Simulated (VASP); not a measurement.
Here is a VASP 6.6.1 calculation.

File INCAR:

```
PREC     = Accurate       # precision mode
ENCUT    = 520            # plane-wave cutoff, eV
EDIFF    = 1E-7           # SCF threshold, eV
ISMEAR   = 0              # smearing method
SIGMA    = 0.01           # smearing width, eV
LREAL    = Auto         
LASPH    = T              # aspherical terms in the spheres
NELM     = 60             # most SCF steps
ALGO     = Normal         # electronic algorithm
ISIF     = 2              # what is computed and relaxed
LWAVE    = F              # write WAVECAR
LCHARG   = F              # write CHGCAR
GGA      = PE             # functional
NBANDS   = 102            # bands
```

The input KPOINTS:

```
regular mesh
0
Gamma
  4 4 3
```

Contents of POSCAR:

```
ScAl3N4
1.0
    6.4531920454     -0.0087592660     -0.0045561160
   -3.2341817696      5.5842486138      0.0045561160
   -0.0070332853      0.0040606692     10.1583297416
Al Sc N
12 4 16
Direct
    0.3371829419      0.1628170581      0.7507116653
    0.1669383325      0.8308793478     -0.0031196615
    0.3285013900      0.6670062429      0.2456811687
    0.1642738803      0.8311473328      0.5024518099
    0.3372877231      0.6742551716      0.7550950969
    0.6691206522      0.3330616675     -0.0031196615
    0.8329937571      0.1714986100      0.2456811687
    0.6688526672      0.3357261197      0.5024518099
    0.8257448284      0.1627122769      0.7550950969
    0.6662399305      0.8337600695      0.0006070193
    0.8380129741      0.6619870259      0.2458729522
    0.8333565459      0.6666434541      0.7524515234
    0.1663565713      0.3336434287     -0.0104954942
    0.3374727442      0.1625272558      0.2481611277
    0.1620890299      0.3379109701      0.5024184242
    0.6658171124      0.8341828876      0.4928451531
    0.1603903314      0.3396096686      0.1975706191
    0.3403579942      0.1596420058      0.4539879534
    0.1660195220      0.3339804780      0.7137209288
    0.3451187016      0.1548812984      0.9397714685
    0.1569696614      0.8142242123      0.1830100431
    0.3212731189      0.6787933139      0.4325278034
    0.1644561848      0.8298748940      0.6928569380
    0.3456987033      0.6893686113      0.9404664411
    0.6857757877      0.3430303386      0.1830100431
    0.8212066861      0.1787268811      0.4325278034
    0.6701251060      0.3355438152      0.6928569380
    0.8106313887      0.1543012967      0.9404664411
    0.6681362645      0.8318637355      0.1936820833
    0.8435081454      0.6564918546      0.4360278609
    0.6672570536      0.8327429464      0.6995983195
    0.8328342698      0.6671657302      0.9411291159
```

Potentials or basis: VASP PAW PBE potentials, release 64 (Al, Sc_sv, N).

The run is started by

```console
$ cat potpaw_PBE.64/Al/POTCAR potpaw_PBE.64/Sc_sv/POTCAR potpaw_PBE.64/N/POTCAR > POTCAR
$ mpirun -np 1 vasp_std > vasp.out
```

Problem. Predict the band gap on the k mesh.

Solution. 3.67 eV (least direct gap 3.68 eV).

Problem. What does it give for the pressure?

Solution. 1.9 GPa.

Forces on the atoms (eV/Å):
```
Al  -0.002  0.001  0.001
Al   0.001 -0.001  0.000
Al   0.000  0.002 -0.001
Al  -0.002  0.002  0.000
Al   0.000 -0.002  0.001
Al   0.001 -0.001  0.000
Al  -0.002 -0.001 -0.001
Al  -0.003  0.001  0.000
Al   0.001  0.001  0.001
Al   0.000  0.000  0.003
Al  -0.002  0.001 -0.001
Al   0.001  0.000 -0.001
Sc   0.005 -0.003  0.007
Sc   0.004 -0.002  0.005
Sc   0.009 -0.005  0.017
Sc   0.016 -0.009  0.010
N   -0.059  0.034  0.032
N    0.059 -0.034  0.040
N    0.000  0.000  0.043
N    0.055 -0.032 -0.015
N   -0.001 -0.063 -0.022
N   -0.063  0.035 -0.049
N    0.000  0.001 -0.001
N   -0.001  0.067 -0.015
N    0.054  0.033 -0.022
N   -0.062  0.037 -0.049
N   -0.001  0.000 -0.001
N   -0.058 -0.032 -0.015
N   -0.001  0.000 -0.005
N    0.052 -0.030 -0.021
N    0.000  0.000  0.057
N    0.001  0.000  0.002
```

Caveat: an odd mesh through Γ misses points on the zone boundary, where band edges can lie.
